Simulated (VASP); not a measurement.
# Cl (P6_3/mmc) in VASP: further runs

Cl is run at these levels: LDA; tasks: single point.

Program: VASP 6.6.1. These are calculated values, not measurements. Logs are shortened: lines on timing, memory, paths and dates and some standing lists are left out, and cuts for length are marked.

## Step 1: The cell of the first run

It takes space group P6_3/mmc (No. 194, hexagonal). Conventional cell: a = 2.252 Å, b = 2.252 Å, c = 3.995 Å, α = 90.00°, β = 90.00°, γ = 120.00°. Within 3.0 Å of Cl (site symmetry -6m2) lie 12 Cl at 2.25 to 2.38 Å.

## Step 2: Single point, LDA

INCAR reads:

```
ALGO     = Normal         # electronic algorithm
EDIFF    = 1E-7           # SCF threshold, eV
ENCUT    = 520            # plane-wave cutoff, eV
GGA      = CA             # functional
ISIF     = 2              # what is computed and relaxed
ISMEAR   = -1             # smearing method
LASPH    = True           # aspherical terms in the spheres
LCHARG   = False          # write CHGCAR
LREAL    = False          # projectors in reciprocal space
LWAVE    = False          # write WAVECAR
NBANDS   = 14             # bands
NELM     = 60             # most SCF steps
PREC     = Accurate       # precision mode
SIGMA    = 0.1            # smearing width, eV
```

KPOINTS reads:

```
k-points
0
Gamma
  15 15 8
```

POSCAR reads:

```
Cl
1.0
    2.2515451597      0.0000000000      0.0000000000
   -1.1257725799      1.9498953061      0.0000000000
    0.0000000000      0.0000000000      3.9945712491
Cl
2
Direct
    0.3333333333      0.6666666667      0.2500000000
    0.6666666667      0.3333333333      0.7500000000
```

Potentials or basis: VASP PAW LDA potentials, release 64 (Cl).

On the command line:

```sh
cat potpaw_LDA.64/Cl/POTCAR > POTCAR
mpirun -np 1 vasp_std > vasp.out
```

OUTCAR:

```text
EDIFF = 1E-7
   ENCUT = 520
   GGA = CA
   ISIF = 2
   ISMEAR = -1
   LASPH = True
   LREAL = False
   NELM = 60
   PREC = Accurate

 ion  position               nearest neighbor table
   1  0.333  0.667  0.250-   2 2.38   2 2.38   2 2.38   2 2.38   2 2.38   2 2.38
   2  0.667  0.333  0.750-   1 2.38   1 2.38   1 2.38   1 2.38   1 2.38   1 2.38

  LATTYP: Found a hexagonal cell.
 ALAT       =     2.2515451597
 C/A-ratio  =     1.7741466263

  Lattice vectors:

 A1 = (   2.2515451597,   0.0000000000,   0.0000000000)
 A2 = (  -1.1257725799,   1.9498953061,   0.0000000000)
 A3 = (   0.0000000000,   0.0000000000,   3.9945712491)

Analysis of symmetry for initial positions (statically):
=====================================================================
 Subroutine PRICEL returns:
 Original cell was already a primitive cell.

 Routine SETGRP: Setting up the symmetry group for a
 hexagonal supercell.

 Subroutine GETGRP returns: Found 24 space group operations
 (whereof 12 operations were pure point group operations)
 out of a pool of 24 trial point group operations.

The static configuration has the point symmetry D_3d.
 The point group associated with its full space group is D_6h.

Analysis of symmetry for dynamics (positions and initial velocities):
=====================================================================
 Subroutine PRICEL returns:
 Original cell was already a primitive cell.

 Routine SETGRP: Setting up the symmetry group for a
 hexagonal supercell.

 Subroutine GETGRP returns: Found 24 space group operations
 (whereof 12 operations were pure point group operations)
 out of a pool of 24 trial point group operations.

The dynamic configuration has the point symmetry D_3d.
 The point group associated with its full space group is D_6h.

 Subroutine INISYM returns: Found 24 space group operations
 (whereof 12 operations are pure point group operations),
 and found     1 'primitive' translations

----------------------------------------------------------------------------------------

                                     Primitive cell

  volume of cell :      17.5373

  direct lattice vectors                    reciprocal lattice vectors
     2.251545160  0.000000000  0.000000000     0.444139437  0.256424024  0.000000000
    -1.125772580  1.949895306  0.000000000     0.000000000  0.512848047  0.000000000
     0.000000000  0.000000000  3.994571249     0.000000000  0.000000000  0.250339758

  length of vectors
     2.251545160  2.251545160  3.994571249     0.512848047  0.512848047  0.250339758

  position of ions in fractional coordinates (direct lattice)
     0.333333333  0.666666667  0.250000000
     0.666666667  0.333333333  0.750000000

  ion indices of the primitive-cell ions
   primitive index   ion index
                 1           1
                 2           2

----------------------------------------------------------------------------------------

 KPOINTS: k-points

Automatic generation of k-mesh.
 Grid dimensions read from file:
 generate k-points for:   15   15    8

 Generating k-lattice:

  Cartesian coordinates                     Fractional coordinates (reciprocal lattice)
     0.029609296  0.017094935  0.000000000     0.066666667  0.000000000  0.000000000
     0.000000000  0.034189870  0.000000000     0.000000000  0.066666667  0.000000000
     0.000000000  0.000000000  0.031292470     0.000000000  0.000000000  0.125000000

  Length of vectors
     0.034189870  0.034189870  0.031292470

  Shift w.r.t. Gamma in fractional coordinates (k-lattice)
     0.000000000  0.000000000  0.000000000

 Subroutine IBZKPT returns following result:
 ===========================================

 Found    135 irreducible k-points:

 Following reciprocal coordinates:
            Coordinates               Weight
  0.000000  0.000000  0.000000      1.000000
  0.066667  0.000000  0.000000      6.000000
  0.133333  0.000000  0.000000      6.000000
  0.200000 -0.000000  0.000000      6.000000
  0.266667  0.000000  0.000000      6.000000
  0.333333  0.000000  0.000000      6.000000
[... 16 lines left out ...]
  0.333333  0.200000  0.000000     12.000000
  0.400000  0.200000  0.000000      6.000000
 [... further k-points ...]
   k-points           NKPTS =    135   k-points in BZ     NKDIM =    135   number of bands    NBANDS=     14
   number of dos      NEDOS =    301   number of ions     NIONS =      2
   total plane-waves  NPLWV =   9720
   dimension x,y,z NGX =    18 NGY =   18 NGZ =   30
   dimension x,y,z NGXF=    36 NGYF=   36 NGZF=   60
   ions per type =               2
   NGX,Y,Z   is equivalent  to a cutoff of  13.29, 13.29, 12.49 a.u.
   NGXF,Y,Z  is equivalent  to a cutoff of  26.58, 26.58, 24.97 a.u.
 SYSTEM =  unknown system
   PREC   = accura    normal or accurate (medium, high low for compatibility)
   ISTART =      0    job   : 0-new  1-cont  2-samecut
   ICHARG =      2    charge: 1-file 2-atom 10-const
   ISPIN  =      1    spin polarized calculation?
   LNONCOLLINEAR =      F non collinear calculations
   LSORBIT =      F    spin-orbit coupling
   LASPH  =      T    aspherical Exc in radial PAW
   ENCUT  =  520.0 eV  38.22 Ry    6.18 a.u.   4.19  4.19  7.43*2*pi/ulx,y,z
   NELM   =     60;   NELMIN=  2; NELMDL= -5     # of ELM steps
   EDIFF  = 0.1E-06   stopping-criterion for ELM
   LREAL  =      F    real-space projection
   EDIFFG = 0.1E-05   stopping-criterion for IOM
   NSW    =      0    number of steps for IOM
   IBRION =     -1    ionic relax: 0-MD 1-quasi-New 2-CG
   NFREE  =      0    steps in history (QN), initial steepest desc. (CG)
   ISIF   =      2    stress and relaxation
   ISYM   =      2    0-nonsym 1-usesym 2-fastsym
   POTIM  = 0.5000    time-step for ionic-motion
   TEBEG  =    0.0;   TEEND  =   0.0 temperature during run
   PSTRESS=    0.0 pullay stress
   NELECT =      14.0000    total number of electrons
   NUPDOWN=      -1.0000    fix difference up-down
   EMIN   =  10.00;   EMAX   =-10.00  energy-range for DOS
   EFERMI =   0.00;   METHOD = LEGACY
   ISMEAR =    -1;   SIGMA  =   0.10  broadening in eV -4-tet -1-fermi 0-gaus
   EFERMI_NEDOS =   21; number of points for ismear=-14 and -15
   IALGO  =     38    algorithm
   IMIX   =      4    mixing-type and parameters
     AMIX     =   0.40;   BMIX     =  1.00
     AMIX_MAG =   1.60;   BMIX_MAG =  1.00
  volume/ion in A,a.u.               =       8.77        59.17
  Fermi-wavevector in a.u.,A,eV,Ry     =   1.518670  2.869871 31.379921  2.306359
  Thomas-Fermi vector in A             =   2.627760
   LORBIT       =      0    0 simple, 1 ext, 2 COOP (PROOUT), +10 PAW based schemes
   GGA     = CA    functional components
   LHFCALC =     F    Hartree Fock is set to
   AEXX    =    0.0000 exact exchange contribution
   IVDW    =     0    specifies the selected vdW correction
   LEPSILON=     F    determine dielectric tensor
   LRPA    =     F    only Hartree local field effects (RPA)
 non-spin polarized calculation
  energy-cutoff  :      520.00
  volume of cell :       17.54
 maximum number of plane-waves:       489
 NGX is ok and might be reduce to    18

 number of electron      13.9999991 magnetization

 Free energy of the ion-electron system (eV)
  ---------------------------------------------------
  ext. energy  EPLUGINS =         0.00000000
  ---------------------------------------------------
  free energy    TOTEN  =         3.24493569 eV

  energy without entropy =        3.27401781  energy(sigma->0) =        3.25947675

 E-fermi :  17.2267     XC(G=0): -14.4472

 val. band max:       17.2117641561   @ k =   0.3333   0.0000   0.5000
 cond. band min:      17.2295888011   @ k =   0.1333   0.1333   0.1250
 fundamental gap:      0.0178246450
 Fermi energy:        17.2267341566

 k-point     1 :       0.0000    0.0000    0.0000
  band No.  band energies     occupation
      1      -8.9205      2.00000
      2      -2.7561      2.00000
      3       2.5542      2.00000
      4      19.4957      0.00000
      5      20.1386      0.00000
      6      20.1386      0.00000
      7      21.8786      0.00000
      8      21.8786      0.00000
      9      27.6437      0.00000
     10      30.2057      0.00000
     11      30.7990      0.00000
     12      30.7990      0.00000
     13      32.7608      0.00000
     14      32.7608      0.00000

 k-point     2 :       0.0667    0.0000    0.0000
  band No.  band energies     occupation
      1      -8.7615      2.00000
      2      -2.6041      2.00000
      3       2.7061      2.00000
      4      18.8852      0.00000
      5      19.4934      0.00000
      6      19.6176      0.00000
      7      21.2459      0.00000
      8      21.8442      0.00000
      9      27.8802      0.00000
     10      29.7200      0.00000
     11      31.1460      0.00000
     12      31.2128      0.00000
     13      32.7499      0.00000
     14      33.5009      0.00000

 k-point     3 :       0.1333    0.0000    0.0000
  band No.  band energies     occupation
      1      -8.2852      2.00000
      2      -2.1504      2.00000
      3       3.1604      2.00000
      4      16.1893      1.99994
      5      18.5640      0.00000
      6      19.4330      0.00000
      7      19.5429      0.00000
      8      21.4685      0.00000
      9      27.1595      0.00000
     10      29.2393      0.00000
     11      31.5356      0.00000
     12      31.8774      0.00000
     13      32.6006      0.00000
     14      33.8774      0.00000

 k-point     4 :       0.2000   -0.0000    0.0000
  band No.  band energies     occupation
      1      -7.4951      2.00000
      2      -1.4030      2.00000
      3       3.9126      2.00000
      4      13.0895      2.00000
      5      17.2409      0.92954
      6      17.4602      0.17657
      7      19.1312      0.00000
      8      20.7952      0.00000
      9      25.4162      0.00000
     10      29.1249      0.00000
     11      29.7649      0.00000
     12      31.1367      0.00000
     13      33.1593      0.00000
     14      34.8576      0.00000

 k-point     5 :       0.2667    0.0000    0.0000
  band No.  band energies     occupation
      1      -6.3982      2.00000
      2      -0.3821      2.00000
      3       4.9523      2.00000
      4       9.9915      2.00000
      5      14.6771      2.00000
      6      16.4895      1.99874
      7      18.2759      0.00006
      8      20.0711      0.00000
      9      23.9300      0.00000
     10      27.1677      0.00000
     11      29.4775      0.00000
[... 276 lines left out ...]
 k-point    22 :       0.2667    0.2000    0.0000
  band No.  band energies     occupation
      1      -3.1880      2.00000
      2       2.2945      2.00000
      3       6.7148      2.00000
      4       7.9447      2.00000
      5       8.9782      2.00000
      6      12.1942      2.00000
      7      14.2446      2.00000
      8      15.6409      2.00000
      9      22.9614      0.00000
     10      29.7642      0.00000
     11      29.8459      0.00000
     12      33.0389      0.00000
     13      34.3378      0.00000
     14      36.4390      0.00000

 k-point    23 :       0.3333    0.2000    0.0000
  band No.  band energies     occupation
      1      -1.4677      2.00000
      2       2.5074      2.00000
      3       5.6530      2.00000
      4       8.2913      2.00000
      5       9.4610      2.00000
      6      10.1169      2.00000
      7      13.7707      2.00000
      8      14.0221      2.00000
      9      21.9571      0.00000
     10      29.5628      0.00000
     11      30.7712      0.00000
     12      34.3240      0.00000
     13      34.8944      0.00000
     14      35.4981      0.00000

 k-point    24 :       0.4000    0.2000    0.0000
  band No.  band energies     occupation
      1      -0.1433      2.00000
      2       1.4621      2.00000
      3       6.1830      2.00000
      4       7.7580      2.00000
      5       9.1936      2.00000
      6      10.4380      2.00000
      7      12.9869      2.00000
      8      13.6197      2.00000
      9      21.6364      0.00000
     10      29.4548      0.00000
     11      31.4525      0.00000
     12      34.0198      0.00000
     13      34.5300      0.00000
     14      36.2141      0.00000

 [... further k-points ...]
[... 5 lines left out ...]
  --------------------------------------------------------------------------------------
  -------------------------------------------------------------------------------------
  Total       22.0420755     22.0420755     22.0785018     -0.0000000     -0.0000000     -0.0000000
  in kB     2013.7286129   2013.7286130   2017.0564559     -0.0000001     -0.0000000     -0.0000000
  external PRESSURE =    2014.8378939 kB  Pullay stress =       0.0000000 kB

 VOLUME and BASIS-vectors are now :
 -----------------------------------------------------------------------------
  energy-cutoff  :      520.00
  volume of cell :       17.54
      direct lattice vectors                 reciprocal lattice vectors
     2.251545160  0.000000000  0.000000000     0.444139437  0.256424024  0.000000000
    -1.125772580  1.949895306  0.000000000     0.000000000  0.512848047  0.000000000
     0.000000000  0.000000000  3.994571249     0.000000000  0.000000000  0.250339758

 POSITION                                       TOTAL-FORCE (eV/Angst)
 -----------------------------------------------------------------------------------
     -0.00000      1.29993      0.99864        -0.000000      0.000000      0.000000
      1.12577      0.64997      2.99593         0.000000     -0.000000      0.000000
 -----------------------------------------------------------------------------------
    total drift:                               -0.000000      0.000000      0.000000

  FREE ENERGIE OF THE ION-ELECTRON SYSTEM (eV)
  ---------------------------------------------------
  free  energy   TOTEN  =         3.2449356900 eV

  energy  without entropy=        3.2740178089  energy(sigma->0) =        3.25947675
```

Wall time 10 s (1 thread of Intel Xeon 6975P-C (Granite Rapids), shared host); peak memory 0.12 GiB.

Results:

```yaml
Free_energy: 3.2449 eV
Pressure: 201.5 GPa
Band_gap_on_the_k_mesh: zero (band 7 reaches 21.88 eV, above the bottom of band 8 at 12.11 eV)
```

## Step 3: Single point, LDA

INCAR reads:

```
SYSTEM = Cl
  ALGO = Normal
  EDIFF = 1E-6
  ENCUT = 520
  GGA = CA
  ISIF = 2
  ISMEAR = -1
  LASPH = .TRUE.
  LCHARG = .FALSE.
  LREAL = .FALSE.
  LWAVE = .FALSE.
  NBANDS = 14
  NELM = 100
  PREC = Accurate
  SIGMA = 0.1
```

KPOINTS reads:

```
k-points
0
G
  15 15 8
  0 0 0
```

POSCAR reads:

```
Cl
1.0
    2.2515451597      0.0000000000      0.0000000000
   -1.1257725798      1.9498953061      0.0000000000
    0.0000000000      0.0000000000      3.9945712492
Cl
2
Direct
    0.3333333333      0.6666666667      0.2500000000
    0.6666666667      0.3333333333      0.7500000000
```

Potentials or basis: VASP PAW LDA potentials, release 64 (Cl).

On the command line:

```sh
cat potpaw_LDA.64/Cl/POTCAR > POTCAR
mpirun -np 1 vasp_std > vasp.out
```

Run time: 10 s. Hardware: 1 thread of Intel Xeon 6975P-C (Granite Rapids), shared host; peak memory 0.13 GiB.

Results (log left out):

```yaml
Free_energy: 3.2449 eV
Pressure: 201.5 GPa
Band_gap_on_the_k_mesh: zero (band 7 reaches 21.88 eV, above the bottom of band 8 at 12.11 eV)
```

Stress tensor (GPa, compression positive):
```
201.37   0.00   0.00
  0.00 201.37   0.00
  0.00   0.00 201.71
```

Levels at points of the mesh, in eV from the Fermi level:
```
           k point  band 3  band 4  band 5  band 6  band 7  band 8  band 9  band 10  band 11  band 12
(0.00, 0.00, 0.00)  -14.67    2.27    2.91    2.91    4.65    4.65   10.42    12.98    13.57    13.57
(0.00, 0.00, 0.50)   -6.87   -6.87    3.80    3.80    3.80    3.80   13.44    13.44    13.44    13.44
```

(Continued in part 2 of 2.)
